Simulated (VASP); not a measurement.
A run of VASP 6.6.1 is set up as follows.

The input INCAR:

```
SYSTEM = Zn
PREC = Accurate
ENCUT = 520
EDIFF = 1E-6
ISMEAR = 0
SIGMA = 0.15
LREAL = .FALSE.
LASPH = .TRUE.
NELM = 80
ALGO = Fast
ISIF = 2
LWAVE = .FALSE.
LCHARG = .FALSE.
GGA = PS
NBANDS = 19
```

Contents of KPOINTS:

```
regular mesh
0
G
  24 24 10
  0 0 0
```

Contents of POSCAR:

```
Zn
1.0
    2.6647980532      0.0000000000      0.0000000000
   -1.3323990266      2.4462497786      0.0000000000
    0.0000000000      0.0000000000      4.9467000000
Zn
2
Direct
    0.3333333333      0.6666666667      0.2500000000
    0.6666666667      0.3333333333      0.7500000000
```

Potentials or basis: VASP PAW PBE potentials, release 64 (Zn).

Command:

```console
$ cat potpaw_PBE.64/Zn/POTCAR > POTCAR
$ mpirun -np 1 vasp_std > vasp.out
```

Task: Estimate the largest force.

Result: 0.051 eV/Å.

Task: What does it give for the band gap on the k mesh?

Result: Zero (bands 12 and 13 overlap by 4.45 eV).

Task: Predict the pressure.

Result: -7.9 GPa.

Stress tensor (GPa, compression positive):
```
-7.24  0.00  0.00
 0.00 -9.58  0.00
 0.00  0.00 -6.87
```

Caveat: the cell differs from its parent crystal (strain +0.0600 x Voigt [0, 1, 0, 0, 0, 0]); the cell stands under tension; the PAW data sets were made with another functional, which shifts forces and pressure a little.
